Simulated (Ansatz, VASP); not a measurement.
**Two plane-wave programs on Ir**

```
Ir
1.0
     0.00000    1.91566    1.91566
     1.91566    0.00000    1.91566
     1.91566    1.91566    0.00000
Ir
1
Cartesian
  0.0000 0.0000 0.0000
```

Alike in both runs: functional PBEsol; k mesh 19 × 19 × 19; occupations fermi-dirac, width 0.08 eV; no spin polarisation.

Ansatz relaxed the structure, and its values are those at the end. VASP's run is a single point on that final structure, the one shown.

|  | VASP | Ansatz |
| --- | --- | --- |
| version | VASP 6.6.1 | Ansatz 0.2.0 |
| potentials or method | VASP PAW PBE potentials, release 64 (Ir) | PAW with Ansatz's default frozen-core files, scalar-relativistic |
| plane-wave cutoff (eV) | 520 | 420 |
| valence electrons in the cell | 9 | 17 |

```csv
,VASP,Ansatz,Ansatz less VASP
pressure (GPa),1.0,0.0,-0.99
```

VASP's potentials were made for PBE, not for PBEsol. VASP's potentials hold 9 valence electrons a cell and Ansatz's 17, so a difference there can come from the potentials and not from the codes.

Spin-orbit coupling is off throughout.
